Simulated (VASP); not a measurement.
Wanted: the native input for a VASP 6.6.1 run.

| Quantity | Value |
| --- | --- |
| Task | single point |
| Functional | r2SCAN |
| Potentials or basis | VASP PAW PBE potentials, release 64 (B, N) |
| Cutoff | 520 eV |
| k mesh | 12 × 12 × 12 |
| Occupations | gaussian, width 0.05 eV |
| Spin | no spin polarisation |
| Dipole correction | no |
| Further INCAR settings | ALGO = Normal; EDIFF = 1e-06; NBANDS = 11 |

The system is BN.

```
CELL_PARAMETERS angstrom
0.00000 1.81300 1.81300
1.81300 0.00000 1.81300
1.81300 1.81300 0.00000
ATOMIC_POSITIONS crystal
B 0.00000 0.00000 0.00000
N 0.75000 0.75000 0.82313
```

This cell differs from its parent crystal: all N atoms moved +0.188 Å, as atom 2 along Cartesian [1 1 0].

The input as run:

POSCAR

```
BN
1.0
    0.0000000000      1.8130010000      1.8130010000
    1.8130010000      0.0000000000      1.8130010000
    1.8130010000      1.8130010000      0.0000000000
B N
1 1
Direct
    0.0000000000      0.0000000000      0.0000000000
    0.7500000000      0.7500000000      0.8231287636
```

INCAR.step1

```
SYSTEM = BN
ALGO = Normal ; EDIFF = 1E-4
ENCUT = 520 ; GGA = PE
ISMEAR = 0 ; LASPH = .True.
LCHARG = .False. ; LREAL = .False.
LWAVE = .True. ; NBANDS = 11
NELM = 100 ; PREC = Accurate
SIGMA = 0.05
```

INCAR.step2

```
SYSTEM = BN
ALGO = Normal ; EDIFF = 1E-6
ENCUT = 520 ; ISIF = 2
ISMEAR = 0 ; ISTART = 1
LASPH = .True. ; LCHARG = .True.
LELF = .True. ; LMIXTAU = .True.
LREAL = .False. ; LVHAR = .True.
LWAVE = .False. ; METAGGA = R2SCAN
NBANDS = 11 ; NELM = 100
PREC = Accurate ; SIGMA = 0.05
```

KPOINTS

```
k-points
0
Gamma
  12 12 12
  0 0 0
```

Potentials or basis: VASP PAW PBE potentials, release 64 (B, N).

The run is started by

```bash
$ cat potpaw_PBE.64/B/POTCAR potpaw_PBE.64/N/POTCAR > POTCAR
$ cp INCAR.step1 INCAR
$ mpirun -np 1 vasp_std > vasp.out
$ cp INCAR.step2 INCAR
$ mpirun -np 1 vasp_std > vasp.out
```

It gave:

| Item | Value |
| --- | --- |
| Pressure | 6.0 GPa |
| Largest force | 4.695 eV/Å |
| Band gap on the k mesh | 3.26 eV (least direct gap 7.67 eV) |

Caveat: the cell differs from its parent crystal (all N atoms moved +0.188 Å, as atom 2 along Cartesian [1 1 0]); the cell stands under pressure; the PAW data sets were made with another functional, which shifts forces and pressure a little.

It took 2.2 min on 1 thread of AMD EPYC 9R45 (Zen 5), with other jobs on the host, peak memory 0.13 GiB.
